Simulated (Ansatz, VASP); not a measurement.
## SnSe2 in VASP and in Ansatz

INCAR

```
ALGO = Normal
EDIFF = 1E-6
ENCUT = 520
GGA = PE
ISIF = 2
ISMEAR = 0
LASPH = True
LCHARG = False
LREAL = False
LWAVE = False
NBANDS = 20
NELM = 60
PREC = Accurate
SIGMA = 0.05
```

The input KPOINTS:

```
k-points
0
Gamma
  12 12 6
```

File POSCAR:

```
SnSe2
1.0
    3.7538337998      0.0000000000      0.0000000000
   -1.8769168999      3.2509154322      0.0000000000
    0.0000000000      0.0000000000      6.2290550000
Sn Se
1 2
Direct
    0.0000000000      0.0000000000      0.0000000000
    0.3333333333      0.6666666667      0.2500000000
    0.6666666667      0.3333333333      0.7500000000
```

Input for Ansatz:

```yaml
crystal:
  lattice:
    - [3.7538337998, 0.0, 0.0]
    - [-1.8769168999, 3.2509154322, 0.0]
    - [0.0, 0.0, 6.229055]
  atoms:
    - { symbol: Sn, position: [0.0, 0.0, 0.0] }
    - { symbol: Se, position: [0.3333333333, 0.6666666667, 0.25] }
    - { symbol: Se, position: [0.6666666667, 0.3333333333, 0.75] }
basis:
  ecutwfc: 420
kpoints:
  mp_grid: { grid: [12, 12, 6] }
hamiltonian:
  xc: pbe
scf:
  occupations: { method: gaussian, width: 0.05 }
output:
  forces: true
  stress: true
  eigenvalues: true
```

Change from the starting cell: strain -0.015 along x and y, +0.015 along z, atoms carried along.

Alike in both runs: task single point; functional PBE; k mesh 12 × 12 × 6; occupations gaussian, width 0.05 eV; no spin polarisation.

|  | VASP | Ansatz |
| --- | --- | --- |
| version | VASP 6.6.1 | Ansatz 0.2.0 |
| potentials or method | VASP PAW PBE potentials, release 64 (Sn_d, Se), cutoff 520 eV | scalar-relativistic, plane waves, PAW |
| valence electrons in the cell | 26 | 46 |

Ansatz gave:

```
gap on the k mesh at the Fermi level (eV)                     : 0.73
least direct gap on the mesh (eV)                             : 1.29
pressure (GPa)                                                : 6.6
traceless stress, the component that is largest in VASP (GPa) : -0.33
rms of the force components (eV/Å)                            : 0.336
```

What did VASP give for the same quantities?

gap on the k mesh at the Fermi level (eV): 0.73; least direct gap on the mesh (eV): 1.28; pressure (GPa): 6.7; traceless stress, the component that is largest in VASP (GPa): -0.32; rms of the force components (eV/Å): 0.344.

Atom by atom the forces differ by 0.008 eV/Å (rms over components). VASP's potentials hold 26 valence electrons a cell and Ansatz's 46, so a difference there can come from the potentials and not from the codes.
